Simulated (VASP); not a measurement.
The system is Ba.

```xyz
1
Lattice="-2.5000 2.5000 2.5000 2.5000 -2.5000 2.5000 2.5000 2.5000 -2.5000" Properties=species:S:1:pos:R:3 pbc="T T T"
Ba    0.0000    0.0000    0.0000
```

- Program: VASP 6.6.1
- Task: relaxation of cell and atoms
- Functional: RPBE
- Potentials or basis: VASP PAW PBE potentials, release 64 (Ba_sv)
- Cutoff: 600 eV
- k mesh: 9 × 9 × 9
- Occupations: fermi-dirac, width 0.1 eV
- Spin: no spin polarisation

At the start: pressure 0.9 GPa; volume 62.50 Å³/atom.

Where does the relaxation end?

Over 4 steps the energy falls by 16.8 meV/atom and the volume is 69.05 Å³/atom (+10.5 %); space group Im-3m (No. 229, to 0.1 Å) before and after.

Step by step:
```csv
step,energy change (eV),largest force (eV/Å),pressure (GPa),volume (Å³)
1,0.0000,0.0000,0.89,62.50
2,-0.0127,0.0000,0.42,65.68
3,-0.0160,0.0000,-0.17,70.53
4,-0.0168,0.0000,-0.01,69.05
```

Final structure:
```
Ba
1.0
    -2.58442    2.58442    2.58442
     2.58442   -2.58442    2.58442
     2.58442    2.58442   -2.58442
Ba
1
Direct
  0.00000 0.00000 0.00000
```

Caveat: the PAW data sets were made with another functional, which shifts forces and pressure a little.
